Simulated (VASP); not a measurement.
Set up this calculation in VASP 6.6.1, as the native input.

```
Task                   : single point
Functional             : revPBE
Potentials or basis    : VASP PAW PBE potentials, release 64 (K_sv)
Cutoff                 : 520 eV
k mesh                 : 14 × 14 × 14
Occupations            : fermi-dirac, width 0.1 eV
Spin                   : no spin polarisation
Dipole correction      : no
Further INCAR settings : ALGO = Normal; EDIFF = 1e-06; NBANDS = 10
```

The structure of K lies in POSCAR:

```
K
1.0
   -2.7463968464      2.7463968464      2.7463968464
    2.7463968464     -2.7463968464      2.7463968464
    2.7463968464      2.7463968464     -2.7463968464
K
1
Direct
    0.0000000000      0.0000000000      0.0000000000
```

The input as run:

INCAR

```
SYSTEM = K
  PREC = Accurate
  ENCUT = 520
  EDIFF = 1E-6
  ISMEAR = -1
  SIGMA = 0.1
  LREAL = .False.
  LASPH = .True.
  NELM = 100
  ALGO = Normal
  ISIF = 2
  LWAVE = .False.
  LCHARG = .False.
  GGA = RE
  NBANDS = 10
```

KPOINTS

```
Automatic mesh
0
Gamma
  14 14 14
  0 0 0
```

Potentials or basis: VASP PAW PBE potentials, release 64 (K_sv).

Command:

```bash
$ cat potpaw_PBE.64/K_sv/POTCAR > POTCAR
$ mpirun -np 1 vasp_std > vasp.out
```

Results of the run:

```yaml
Pressure: -0.1 GPa
Band_gap_on_the_k_mesh: zero (an odd number of electrons rules out a gap without spin polarisation)
```

Caveat: the PAW data sets were made with another functional, which shifts forces and pressure a little.

Run time: 76 s on 1 thread of Intel Xeon 8259CL, with other jobs on the host, peak memory 0.24 GiB.
